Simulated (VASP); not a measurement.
The system is CsSnI3.

```
Cs I Sn
1.0
     6.16405    0.00000    0.00000
     0.00000    6.16405    0.00000
     0.00000    0.00000    6.16405
Cs I Sn
1 3 1
Direct
  0.00000 0.00000 0.00000
  0.50000 0.50000 0.00000
  0.50000 0.00000 0.50000
  0.00000 0.50000 0.50000
  0.50000 0.50000 0.50000
```

This cell differs from its parent crystal: volume scaled by 0.98.

Base run:

* Program: VASP 6.6.1
* Functional: PBEsol
* Potentials or basis: VASP PAW PBE potentials, release 64 (Cs_sv, I, Sn_d)
* Cutoff: 520 eV
* k mesh: 5 × 5 × 5
* Occupations: fermi-dirac, width 0.05 eV
* Spin: no spin polarisation

Its results: band gap on the k mesh 1.70 eV, direct; pressure -0.4 GPa.

Problem. The run is repeated on the same cell with these changes: functional from PBEsol to PBE; further incar settings from ALGO = Normal; EDIFF = 1e-06; NBANDS = 30 to ALGO = Normal; EDIFF = 1e-07; NBANDS = 30. What comes out?

Solution. Band gap on the k mesh 1.73 eV, direct; pressure 0.9 GPa.

Caveats: spin-orbit coupling is left out, which moves the levels of the heavy elements; the PAW data sets were made with another functional, which shifts forces and pressure a little (some runs).

A k mesh can miss the band edges.
